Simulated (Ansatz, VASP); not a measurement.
# Ta3W2 in VASP and in Ansatz

```xyz
5
Lattice="0.0000 2.3362 11.4353 1.6217 0.0000 11.4353 1.6217 2.3362 0.0000" Properties=species:S:1:pos:R:3 pbc="T T T"
Ta    1.6217    2.3362   18.3641
Ta    1.6217    2.3362    4.5064
Ta    0.0000    0.0000    0.0000
W     1.6217    2.3362   13.6951
W     1.6217    2.3362    9.1754
```

Change from the starting cell: the structure that the rattled cell fell into.

Alike in both runs: functional PBE; k mesh 6 × 6 × 6; occupations gaussian, width 0.1 eV; no spin polarisation.

Ansatz relaxed the structure, and its values are those at the end. VASP's run is a single point on that final structure, the one shown.

```csv
,VASP,Ansatz
version,VASP 6.6.1,Ansatz 0.2.0
potentials or method,"VASP PAW PBE potentials, release 64 (Ta_pv, W_sv), cutoff 520 eV","scalar-relativistic, plane waves, PAW"
valence electrons in the cell,61,67
```

|  | VASP | Ansatz | Ansatz less VASP |
| --- | --- | --- | --- |
| gap on the k mesh at the Fermi level (eV) | none | none | - |
| pressure (GPa) | 0.4 | 0.1 | -0.24 |
| rms of the force components (eV/Å) | 0.012 | 0.009 | -0.0029 |

A gap of «none» marks a metal or a gap that the smearing closes. VASP's potentials hold 61 valence electrons a cell and Ansatz's 67, so a difference there can come from the potentials and not from the codes.

The k mesh is coarse, so the values compare programs but aren't converged. Spin-orbit coupling is off throughout.
